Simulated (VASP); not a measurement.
# MgO (Fm-3m) in VASP: notebook, part 2 of 2

VASP 6.6.1.

## Step 4: Electric field gradients, PBE (volume scaled by 1.05)

INCAR reads:

```
PREC = Accurate ; ENCUT = 520
EDIFF = 1E-8 ; ISMEAR = -1
SIGMA = 0.01 ; LREAL = F
LASPH = T ; NELM = 80
ALGO = Normal ; ISIF = 2
LWAVE = F ; LCHARG = F
GGA = PE ; LEFG = T
NBANDS = 11
```

KPOINTS reads:

```
regular mesh
0
Gamma
  10 10 10
```

POSCAR reads:

```
MgO
1.0
    0.0000000000      2.1701586813      2.1701586813
    2.1701586813      0.0000000000      2.1701586813
    2.1701586813      2.1701586813      0.0000000000
Mg O
1 1
Direct
    0.0000000000      0.0000000000      0.0000000000
    0.5000000000      0.5000000000      0.5000000000
```

Potentials or basis: VASP PAW PBE potentials, release 64 (Mg, O).

Command:

```sh
$ cat potpaw_PBE.64/Mg/POTCAR potpaw_PBE.64/O/POTCAR > POTCAR
$ mpirun -np 1 vasp_std > vasp.out
```

OUTCAR:

```text
PREC = Accurate
   ENCUT = 520
   EDIFF = 1E-8
   ISMEAR = -1
   LREAL = F
   LASPH = T
   NELM = 80
   ISIF = 2
   GGA = PE

 ion  position               nearest neighbor table
   1  0.000  0.000  0.000-   2 2.17   2 2.17   2 2.17   2 2.17   2 2.17   2 2.17
   2  0.500  0.500  0.500-   1 2.17   1 2.17   1 2.17   1 2.17   1 2.17   1 2.17

  LATTYP: Found a face centered cubic cell.
 ALAT       =     4.3403173626

  Lattice vectors:

 A1 = (   0.0000000000,   2.1701586813,   2.1701586813)
 A2 = (   2.1701586813,   0.0000000000,   2.1701586813)
 A3 = (   2.1701586813,   2.1701586813,   0.0000000000)

Analysis of symmetry for initial positions (statically):
=====================================================================
 Subroutine PRICEL returns:
 Original cell was already a primitive cell.

 Routine SETGRP: Setting up the symmetry group for a
 face centered cubic supercell.

 Subroutine GETGRP returns: Found 48 space group operations
[... 522 lines left out ...]
  volume of cell :       20.44
      direct lattice vectors                 reciprocal lattice vectors
     0.000000000  2.170158681  2.170158681    -0.230397899  0.230397899  0.230397899
     2.170158681  0.000000000  2.170158681     0.230397899 -0.230397899  0.230397899
     2.170158681  2.170158681  0.000000000     0.230397899  0.230397899 -0.230397899

 POSITION                                       TOTAL-FORCE (eV/Angst)
 -----------------------------------------------------------------------------------
      0.00000      0.00000      0.00000        -0.000000     -0.000000      0.000000
      2.17016      2.17016      2.17016         0.000000      0.000000     -0.000000
 -----------------------------------------------------------------------------------
    total drift:                               -0.000000     -0.000000      0.000000

  FREE ENERGIE OF THE ION-ELECTRON SYSTEM (eV)
  ---------------------------------------------------
  free  energy   TOTEN  =       -11.8763004447 eV

  energy  without entropy=      -11.8763004447  energy(sigma->0) =      -11.87630044

 Electric field gradients (V/A^2)
---------------------------------------------------------------------
 ion       V_xx      V_yy      V_zz      V_xy      V_xz      V_yz
---------------------------------------------------------------------
   1       0.000    -0.000    -0.000     0.000     0.000     0.000
   2       0.000     0.000    -0.000    -0.002    -0.002    -0.002
---------------------------------------------------------------------

 Electric field gradients after diagonalization (V/A^2)
 (convention: |V_zz| > |V_xx| > |V_yy|)
----------------------------------------------------------------------
 ion       V_xx      V_yy      V_zz     asymmetry (V_yy - V_xx)/ V_zz
----------------------------------------------------------------------
   1      -0.000    -0.000     0.000       0.000
   2       0.002     0.002    -0.004       0.000
----------------------------------------------------------------------

           NMR quadrupolar parameters

 Cq : quadrupolar parameter    Cq=e*Q*V_zz/h
 eta: asymmetry parameters     (V_yy - V_xx)/ V_zz
 Q  : nuclear electric quadrupole moment in mb (millibarn)
----------------------------------------------------------------------
 ion       Cq(MHz)       eta       Q (mb)
----------------------------------------------------------------------
   1       0.000       0.000       1.000
   2      -0.000       0.000       1.000
----------------------------------------------------------------------
```

Run time: 6.5 s. Hardware: 1 thread of Intel Xeon Platinum 8488C (Sapphire Rapids), shared host; peak memory 0.14 GiB.

Results:

```
Free energy            : -11.8763 eV
Pressure               : -8.7 GPa
Band gap on the k mesh : 3.90 eV, direct
```

Caveat: the cell differs from its parent crystal (volume scaled by 1.05); without QUAD_EFG the Cq values of the log hold for a quadrupole moment of 1 mb, not for the nuclei.

## Step 5: Electric field gradients, LDA

This run uses another cell than the first one, of 9.73 Å³/atom, 1.026 times its volume.

INCAR reads:

```
ALGO = Normal
EDIFF = 1E-8
ENCUT = 520
GGA_COMPAT = F
ISIF = 2
ISMEAR = -1
LASPH = T
LCHARG = F
LEFG = T
LREAL = F
LWAVE = F
NBANDS = 11
NELM = 120
PREC = Accurate
SIGMA = 0.01
```

KPOINTS reads:

```
k-points
0
Gamma
  10 10 10
```

POSCAR reads:

```
MgO
1.0
    0.0000000000      2.1351500000      2.1351500000
    2.1351500000      0.0000000000      2.1351500000
    2.1351500000      2.1351500000      0.0000000000
Mg O
1 1
Direct
    0.0000000000      0.0000000000      0.0000000000
    0.5000000000      0.5000000000      0.5000000000
```

Potentials or basis: VASP PAW LDA potentials, release 64 (Mg, O).

Command:

```sh
$ cat potpaw_LDA.64/Mg/POTCAR potpaw_LDA.64/O/POTCAR > POTCAR
$ mpirun -np 1 vasp_std > vasp.out
```

OUTCAR:

```text
EDIFF = 1E-8
   ENCUT = 520
   ISIF = 2
   ISMEAR = -1
   LASPH = T
   LREAL = F
   NELM = 120
   PREC = Accurate

 ion  position               nearest neighbor table
   1  0.000  0.000  0.000-   2 2.14   2 2.14   2 2.14   2 2.14   2 2.14   2 2.14
   2  0.500  0.500  0.500-   1 2.14   1 2.14   1 2.14   1 2.14   1 2.14   1 2.14

  LATTYP: Found a face centered cubic cell.
 ALAT       =     4.2703000000

  Lattice vectors:

 A1 = (   0.0000000000,   2.1351500000,   2.1351500000)
 A2 = (   2.1351500000,   0.0000000000,   2.1351500000)
 A3 = (   2.1351500000,   2.1351500000,   0.0000000000)

Analysis of symmetry for initial positions (statically):
[... 545 lines left out ...]
  free  energy   TOTEN  =       -13.3738679752 eV

  energy  without entropy=      -13.3738679752  energy(sigma->0) =      -13.37386798

 Electric field gradients (V/A^2)
---------------------------------------------------------------------
 ion       V_xx      V_yy      V_zz      V_xy      V_xz      V_yz
---------------------------------------------------------------------
   1      -0.000     0.000    -0.000     0.000     0.000     0.000
   2       0.000    -0.000     0.000    -0.002    -0.002    -0.002
---------------------------------------------------------------------

 Electric field gradients after diagonalization (V/A^2)
 (convention: |V_zz| > |V_xx| > |V_yy|)
----------------------------------------------------------------------
 ion       V_xx      V_yy      V_zz     asymmetry (V_yy - V_xx)/ V_zz
----------------------------------------------------------------------
   1      -0.000    -0.000     0.000       0.000
   2       0.002     0.002    -0.005       0.000
----------------------------------------------------------------------

           NMR quadrupolar parameters

 Cq : quadrupolar parameter    Cq=e*Q*V_zz/h
 eta: asymmetry parameters     (V_yy - V_xx)/ V_zz
 Q  : nuclear electric quadrupole moment in mb (millibarn)
----------------------------------------------------------------------
 ion       Cq(MHz)       eta       Q (mb)
----------------------------------------------------------------------
   1       0.000       0.000       1.000
   2      -0.000       0.000       1.000
----------------------------------------------------------------------
```

OSZICAR:

```text
N       E                     dE             d eps       ncg     rms          rms(c)
DAV:   1     0.128550518778E+02    0.12855E+02   -0.45384E+03  1170   0.646E+02
DAV:   2    -0.143036839570E+02   -0.27159E+02   -0.26673E+02  1195   0.137E+02
DAV:   3    -0.149353596066E+02   -0.63168E+00   -0.63135E+00  1245   0.178E+01
DAV:   4    -0.149369643394E+02   -0.16047E-02   -0.16047E-02  1121   0.101E+00
DAV:   5    -0.149369691910E+02   -0.48517E-05   -0.48517E-05  1223   0.515E-02    0.700E+00
DAV:   6    -0.134418126765E+02    0.14952E+01   -0.90810E+00  1070   0.160E+01    0.233E+00
DAV:   7    -0.133993400630E+02    0.42473E-01   -0.85268E-02  1130   0.240E+00    0.130E+00
DAV:   8    -0.133744985958E+02    0.24841E-01   -0.37103E-02  1085   0.191E+00    0.254E-01
DAV:   9    -0.133740564305E+02    0.44217E-03   -0.47930E-04  1181   0.163E-01    0.151E-01
DAV:  10    -0.133738685387E+02    0.18789E-03   -0.46247E-04  1097   0.180E-01    0.622E-03
DAV:  11    -0.133738679563E+02    0.58247E-06   -0.51354E-06  1172   0.125E-02    0.262E-03
DAV:  12    -0.133738679843E+02   -0.28039E-07   -0.71238E-08  1133   0.207E-03    0.105E-03
DAV:  13    -0.133738679752E+02    0.91566E-08   -0.17227E-08   953   0.125E-03
   1 F= -.13373868E+02 E0= -.13373868E+02  d E =-.393451E-15
```

Run time: 13 s. Hardware: 1 thread of AMD EPYC 7R13, shared host; peak memory 0.1 GiB.

What came out:

```yaml
Free_energy: -13.3739 eV
Pressure: -13.2 GPa
Band_gap_on_the_k_mesh: 4.27 eV, direct
```

Caveat: without QUAD_EFG the Cq values of the log hold for a quadrupole moment of 1 mb, not for the nuclei. A hybrid or GW would open this gap; LDA tends to underestimate it.

## Step 6: Overview

```tsv
level	potentials or basis	cell	gap on the mesh (eV)	pressure (GPa)
PBE	VASP PAW PBE potentials, release 64 (Mg, O)	a = 2.994 Å, angles 60.0°, 2 atoms	4.57	1.4
PBE	VASP PAW PBE potentials, release 64 (Mg, O)	a = 3.045 Å, angles 60.0°, 2 atoms	4.11	-5.8
PBE	VASP PAW PBE potentials, release 64 (Mg, O)	a = 3.069 Å, angles 60.0°, 2 atoms	3.90	-8.7
LDA	VASP PAW LDA potentials, release 64 (Mg, O)	a = 3.020 Å, angles 60.0°, 2 atoms	4.27	-13.2
```

Alike in all rows: task electric field gradients; no spin polarisation; k mesh 10 × 10 × 10; cutoff (eV) 520; smearing fermi-dirac 0.01 eV.

Total energies depend on the potentials used, so only differences within one code and one set of settings carry meaning.
